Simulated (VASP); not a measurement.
MgO:

```
Mg O
1.0
     3.28822    0.00000    0.00000
    -1.64411    2.84768    0.00000
     0.00000    0.00000    5.03437
Mg O
2 2
Direct
  0.33333 0.66667 0.99016
  0.66667 0.33333 0.49016
  0.33333 0.66667 0.38484
  0.66667 0.33333 0.88484
```

Base run:

```yaml
Program: VASP 6.6.1
Functional: r2SCAN
Potentials_or_basis: VASP PAW PBE potentials, release 64 (Mg, O)
Cutoff: 520 eV
k_mesh: 12 × 12 × 6
Occupations: gaussian, width 0.01 eV
Spin: no spin polarisation
```

Its results: band gap on the k mesh 4.21 eV, direct; pressure -0.5 GPa.

Question: The run is repeated on the same cell with these changes: functional from r2SCAN to PBE; occupations from gaussian, width 0.01 eV to fermi-dirac, width 0.02 eV. What comes out?

Answer: Band gap on the k mesh 3.54 eV, direct; pressure 3.5 GPa.

Caveats: the PAW data sets were made with another functional, which shifts forces and pressure a little (some runs).

A k mesh can miss the band edges.
